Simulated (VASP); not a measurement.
Mg3Sb2:

```
CELL_PARAMETERS angstrom
4.58200 0.00000 0.00000
-2.29100 3.96813 0.00000
0.00000 0.00000 7.24400
ATOMIC_POSITIONS crystal
Mg 0.33333 0.66667 0.63000
Mg 0.66667 0.33333 0.37000
Mg 0.00000 0.00000 0.00000
Sb 0.33333 0.66667 0.23500
Sb 0.66667 0.33333 0.76500
```

* Program: VASP 6.6.1
* Task: relaxation of cell and atoms
* Functional: PBE
* Potentials or basis: VASP PAW PBE potentials, release 64 (Mg, Sb)
* Cutoff: 600 eV
* k mesh: 6 × 6 × 4
* Occupations: fermi-dirac, width 0.02 eV
* Spin: no spin polarisation

At the start: pressure 1.0 GPa; volume 26.34 Å³/atom.

Problem. Where does the relaxation end?

Solution. Over 9 steps the energy falls by 7.9 meV/atom and the volume is 26.60 Å³/atom (+1.0 %); space group P-3m1 (No. 164, to 0.1 Å) before and after.

The path:
| step | energy change (eV) | largest force (eV/Å) | pressure (GPa) | volume (Å³) |
| --- | --- | --- | --- | --- |
| 1 | 0.0000 | 0.4947 | 0.96 | 131.71 |
| 2 | -0.0262 | 0.2438 | -0.25 | 134.73 |
| 3 | -0.0271 | 0.1934 | -0.50 | 135.41 |
| 4 | -0.0345 | 0.1244 | -0.25 | 134.32 |
| 5 | -0.0381 | 0.0286 | 0.12 | 132.85 |
| 6 | -0.0393 | 0.0113 | 0.01 | 133.07 |
| 7 | -0.0393 | 0.0135 | -0.03 | 133.15 |
| 8 | -0.0393 | 0.0126 | -0.03 | 133.14 |
| 9 | -0.0394 | 0.0035 | 0.02 | 133.01 |

Final structure:
```
Mg Sb
1.0
     4.59855    0.00000    0.00000
    -2.29927    3.98246    0.00000
     0.00000    0.00000    7.26291
Mg Sb
3 2
Direct
  0.33333 0.66667 0.63231
  0.66667 0.33333 0.36768
  0.00000 0.00000 0.00000
  0.33333 0.66667 0.22527
  0.66667 0.33333 0.77473
```
